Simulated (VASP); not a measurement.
# In2O3 (R-3c) in VASP: notebook, part 2 of 2

VASP 6.6.1. Earlier steps stand in the parts before.

## (4) Single point, PBE (epitaxial xy strain -1.0%)

File INCAR:

```
SYSTEM = In2O3
  PREC = Accurate
  ENCUT = 520
  EDIFF = 1E-6
  ISMEAR = -1
  SIGMA = 0.02
  LREAL = .FALSE.
  LASPH = .TRUE.
  NELM = 80
  ALGO = Normal
  ISIF = 2
  LWAVE = .FALSE.
  LCHARG = .FALSE.
  GGA = PE
  NBANDS = 55
```

File KPOINTS:

```
Automatic mesh
0
G
  6 6 6
  0 0 0
```

File POSCAR:

```
In2O3
1.0
    2.7262828291      1.5740201253      4.9062670358
   -2.7262828291      1.5740201253      4.9062670358
    0.0000000000     -3.1480402506      4.9062670358
In O
4 6
Direct
    0.8561927285      0.8561927285      0.8561927285
    0.3561927285      0.3561927285      0.3561927285
    0.1438072715      0.1438072715      0.1438072715
    0.6438072715      0.6438072715      0.6438072715
    0.4531409782      0.0468590218      0.7500000000
    0.0468590218      0.7500000000      0.4531409782
    0.5468590218      0.9531409782      0.2500000000
    0.2500000000      0.5468590218      0.9531409782
    0.9531409782      0.2500000000      0.5468590218
    0.7500000000      0.4531409782      0.0468590218
```

Potentials or basis: VASP PAW PBE potentials, release 64 (In_d, O).

The run is started by

```
> cat potpaw_PBE.64/In_d/POTCAR potpaw_PBE.64/O/POTCAR > POTCAR
> mpirun -np 1 vasp_std > vasp.out
```

OUTCAR:

```text
SYSTEM = In2O3
   PREC = Accurate
   ENCUT = 520
   EDIFF = 1E-6
   ISMEAR = -1
   LREAL = .FALSE.
   LASPH = .TRUE.
   NELM = 80
   ISIF = 2
   GGA = PE

 ion  position               nearest neighbor table
   1  0.856  0.856  0.856-   8 2.12   7 2.12   9 2.12   5 2.25   6 2.25  10 2.25   4 3.13   3 3.22
                             3 3.22   3 3.22   4 3.62   4 3.62   4 3.62   2 3.99   2 3.99   2 3.99
   2  0.356  0.356  0.356-   6 2.12   5 2.12  10 2.12   7 2.25   9 2.25   8 2.25   3 3.13   4 3.22
                             4 3.22   4 3.22   3 3.62   3 3.62   3 3.62   1 3.99   1 3.99   1 3.99
   3  0.144  0.144  0.144-  10 2.12   5 2.12   6 2.12   7 2.25   9 2.25   8 2.25   2 3.13   1 3.22
                             1 3.22   1 3.22   2 3.62   2 3.62   2 3.62   4 3.99   4 3.99   4 3.99
   4  0.644  0.644  0.644-   9 2.12   7 2.12   8 2.12   5 2.25   6 2.25  10 2.25   1 3.13   2 3.22
                             2 3.22   2 3.22   1 3.62   1 3.62   1 3.62   3 3.99   3 3.99   3 3.99
   5  0.453  0.047  0.750-   2 2.12   3 2.12   1 2.25   4 2.25
   6  0.047  0.750  0.453-   2 2.12   3 2.12   1 2.25   4 2.25
   7  0.547  0.953  0.250-   1 2.12   4 2.12   3 2.25   2 2.25
   8  0.250  0.547  0.953-   1 2.12   4 2.12   3 2.25   2 2.25
   9  0.953  0.250  0.547-   4 2.12   1 2.12   3 2.25   2 2.25
  10  0.750  0.453  0.047-   3 2.12   2 2.12   1 2.25   4 2.25

  LATTYP: Found a trigonal (rhomboedric) cell.
 ALAT       =     5.8293750648
 COS(alpha) =     0.5625506109

  Lattice vectors:

 A1 = (   2.7262828291,   1.5740201253,   4.9062670358)
 A2 = (  -2.7262828291,   1.5740201253,   4.9062670358)
 A3 = (   0.0000000000,  -3.1480402506,   4.9062670358)

Analysis of symmetry for initial positions (statically):
=====================================================================
 Subroutine PRICEL returns:
 Original cell was already a primitive cell.

 Routine SETGRP: Setting up the symmetry group for a
 trigonal (rhombohedral) supercell.

 Subroutine GETGRP returns: Found 12 space group operations
 (whereof  6 operations were pure point group operations)
 out of a pool of 12 trial point group operations.

The static configuration has the point symmetry S_6 .
[... 153 lines left out ...]
  Fermi-wavevector in a.u.,A,eV,Ry     =   1.451246  2.742458 28.655453  2.106116
  Thomas-Fermi vector in A             =   2.568766
   LORBIT       =      0    0 simple, 1 ext, 2 COOP (PROOUT), +10 PAW based schemes
   GGA     = PE    functional components
[... 5 lines left out ...]
 non-spin polarized calculation
  energy-cutoff  :      520.00
  volume of cell :      126.32
 maximum number of plane-waves:      3432
 NGX is ok and might be reduce to    48
   NGX = 21   NGY = 21   NGZ = 21

 number of electron      87.9999999 magnetization

 Free energy of the ion-electron system (eV)
  ---------------------------------------------------
  ext. energy  EPLUGINS =         0.00000000
  ---------------------------------------------------
  free energy    TOTEN  =       -55.27010190 eV

  energy without entropy =      -55.27010190  energy(sigma->0) =      -55.27010190

 E-fermi :   6.0716     XC(G=0): -11.2178

 val. band max:        5.6077489653   @ k =  -0.1667   0.1667   0.0000
 cond. band min:       6.9075248395   @ k =   0.0000   0.0000   0.0000
 fundamental gap:      1.2997758743
 Fermi energy:         6.0716206891

 k-point     1 :       0.0000    0.0000    0.0000
  band No.  band energies     occupation
      1     -12.0490      2.00000
      2     -11.1631      2.00000
      3     -11.1631      2.00000
      4     -10.9306      2.00000
      5     -10.9306      2.00000
      6     -10.8858      2.00000
[... 1381 lines left out ...]
     54      16.2877      0.00000
     55      16.9228      0.00000

 [... further k-points ...]
[... 5 lines left out ...]
  --------------------------------------------------------------------------------------
  -------------------------------------------------------------------------------------
  Total        8.2094506      8.2094506      5.1756038     -0.0000000     -0.0000000      0.0000000
  in kB      104.1216531    104.1216531     65.6429341     -0.0000000     -0.0000000      0.0000000
  external PRESSURE =      91.2954134 kB  Pullay stress =       0.0000000 kB

 VOLUME and BASIS-vectors are now :
 -----------------------------------------------------------------------------
  energy-cutoff  :      520.00
  volume of cell :      126.32
      direct lattice vectors                 reciprocal lattice vectors
     2.726282829  1.574020125  4.906267036     0.183399901  0.105885982  0.067940316
    -2.726282829  1.574020125  4.906267036    -0.183399901  0.105885982  0.067940316
     0.000000000 -3.148040251  4.906267036     0.000000000 -0.211771964  0.067940316

 POSITION                                       TOTAL-FORCE (eV/Angst)
 -----------------------------------------------------------------------------------
      0.00000      0.00000     12.60213        -0.000000      0.000000      0.089001
      0.00000      0.00000      5.24273        -0.000000      0.000000      0.089001
      0.00000      0.00000      2.11667        -0.000000      0.000000     -0.089001
      0.00000      0.00000      9.47607        -0.000000     -0.000000     -0.089001
      1.10764     -1.57402      6.13283         0.009423     -0.000000     -0.000000
     -1.91696     -0.17223      6.13283        -0.004712     -0.008161     -0.000000
     -1.10764      1.57402      8.58597        -0.009423     -0.000000     -0.000000
     -0.80932     -1.74625      8.58597         0.004712     -0.008161     -0.000000
      1.91696      0.17223      8.58597         0.004712      0.008161     -0.000000
      0.80932      1.74625      6.13283        -0.004712      0.008161     -0.000000
 -----------------------------------------------------------------------------------
    total drift:                               -0.000000     -0.000000      0.000000

  FREE ENERGIE OF THE ION-ELECTRON SYSTEM (eV)
  ---------------------------------------------------
  free  energy   TOTEN  =       -55.2701019012 eV

  energy  without entropy=      -55.2701019012  energy(sigma->0) =      -55.27010190
```

OSZICAR:

```text
N       E                     dE             d eps       ncg     rms          rms(c)
DAV:   1     0.125529604885E+04    0.12553E+04   -0.41300E+04  3631   0.231E+03
DAV:   2     0.190285084780E+03   -0.10650E+04   -0.10128E+04  3717   0.646E+02
DAV:   3    -0.456659760076E+02   -0.23595E+03   -0.22877E+03  3889   0.269E+02
DAV:   4    -0.649022261312E+02   -0.19236E+02   -0.19057E+02  4760   0.832E+01
DAV:   5    -0.653302317418E+02   -0.42801E+00   -0.42697E+00  4440   0.129E+01    0.234E+01
DAV:   6    -0.551708646209E+02    0.10159E+02   -0.37033E+01  5348   0.621E+01    0.184E+01
DAV:   7    -0.553274629755E+02   -0.15660E+00   -0.35936E+00  4090   0.111E+01    0.442E+00
DAV:   8    -0.552829280382E+02    0.44535E-01   -0.25720E-01  5482   0.335E+00    0.262E+00
DAV:   9    -0.552710924668E+02    0.11836E-01   -0.63047E-02  5329   0.282E+00    0.454E-01
DAV:  10    -0.552694164305E+02    0.16760E-02   -0.15801E-02  4986   0.126E+00    0.103E-01
DAV:  11    -0.552701006040E+02   -0.68417E-03   -0.22046E-03  4416   0.293E-01    0.121E-01
DAV:  12    -0.552700981406E+02    0.24634E-05   -0.37478E-04  5442   0.167E-01    0.235E-02
DAV:  13    -0.552701001827E+02   -0.20421E-05   -0.24062E-05  4898   0.403E-02    0.907E-03
DAV:  14    -0.552701020140E+02   -0.18313E-05   -0.22469E-06  3208   0.860E-03    0.322E-03
DAV:  15    -0.552701019012E+02    0.11279E-06   -0.29270E-07  2594   0.515E-03
   1 F= -.55270102E+02 E0= -.55270102E+02  d E =-.731202E-11
```

It took 2.3 min on 1 thread of Intel Xeon 6975P-C (Granite Rapids), shared host; peak memory 0.39 GiB.

What came out:

| Quantity | Value |
| --- | --- |
| Free energy | -55.2701 eV |
| Pressure | 9.1 GPa |
| Largest force | 0.089 eV/Å |
| Band gap on the k mesh | 1.30 eV, indirect (least direct gap 1.31 eV) |

Forces on the atoms (eV/Å):
```
In   0.000  0.000  0.089
In   0.000  0.000  0.089
In   0.000  0.000 -0.089
In   0.000  0.000 -0.089
O    0.009  0.000  0.000
O   -0.005 -0.008  0.000
O   -0.009  0.000  0.000
O    0.005 -0.008  0.000
O    0.005  0.008  0.000
O   -0.005  0.008  0.000
```

Levels at points of the mesh, in eV from the valence-band top:
```csv
k point,band 41,band 42,band 43,band 44,band 45,band 46,band 47,band 48
"(0.00, 0.00, 0.00)",-0.27,-0.27,-0.01,-0.01,1.30,5.62,6.27,7.48
"(0.50, 0.00, 0.00)",-0.77,-0.77,-0.08,-0.08,4.99,4.99,5.92,5.92
"(0.50, 0.50, 0.00)",-0.53,-0.36,-0.09,-0.04,5.18,5.60,6.51,6.70
"(0.50, 0.50, 0.50)",-0.17,-0.17,-0.17,-0.17,4.43,4.43,7.22,7.22
```

Caveat: the cell differs from its parent crystal (epitaxial xy strain -1.0%); spin-orbit coupling is left out, which moves the levels of the heavy elements.

## (5) Overview

```tsv
cell	gap on the mesh (eV)	pressure (GPa)	largest force (eV/Å)
a = 5.887 Å, angles 54.0°, 10 atoms	1.35	13.9	0.07
a = 5.858 Å, angles 54.9°, 10 atoms	1.34	11.5	0.08
a = 5.829 Å, angles 55.8°, 10 atoms	1.30	9.1	0.09
```

Alike in all rows: task single point; level PBE; potentials or basis VASP PAW PBE potentials, release 64 (In_d, O); no spin polarisation; k mesh 6 × 6 × 6; cutoff (eV) 520; smearing fermi-dirac 0.02 eV.

Caveats: spin-orbit coupling is left out, which moves the levels of the heavy elements.

Absolute energies hang on the potentials; compare differences alone.
